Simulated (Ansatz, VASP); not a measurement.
One calculation of SnO2, two programs

```xyz
6
Lattice="4.3794 0.0000 0.0000 0.0000 4.3794 0.0000 0.0000 0.0000 2.9445" Properties=species:S:1:pos:R:3 pbc="T T T"
Sn    0.0000    0.0000    0.0000
Sn    2.1897    2.1897    1.4723
O     1.3396    1.3396    0.0000
O     0.8501    3.5293    1.4723
O     3.0398    3.0398    0.0000
O     3.5293    0.8501    1.4723
```

Change from the starting cell: strain -0.080 along x and y, -0.080 along z, atoms carried along.

Alike in both runs: task single point; functional r2SCAN; k mesh 6 × 6 × 8; occupations gaussian, width 0.05 eV; no spin polarisation.

|  | VASP | Ansatz |
| --- | --- | --- |
| version | VASP 6.6.1 | Ansatz 0.2.0 |
| potentials or method | VASP PAW PBE potentials, release 64 (Sn_d, O), cutoff 520 eV | scalar-relativistic, plane waves, PAW |
| valence electrons in the cell | 52 | 52 |

```tsv
	VASP	Ansatz	Ansatz less VASP
gap on the k mesh at the Fermi level (eV)	5.23	5.17	-0.055
least direct gap on the mesh (eV)	5.23	5.17	-0.055
pressure (GPa)	99.3	96.0	-3.37
traceless stress, the component that is largest in VASP (GPa)	17.91	17.12	-0.793
rms of the force components (eV/Å)	0.609	0.581	-0.0282
```

VASP's potentials were made for PBE, not for r2SCAN. Atom by atom the forces differ by 0.028 eV/Å (rms over components). Both programs put the cell under a high pressure, so it lies far from rest at this level.

Noted on VASP's run: the cell as given lies far from equilibrium.
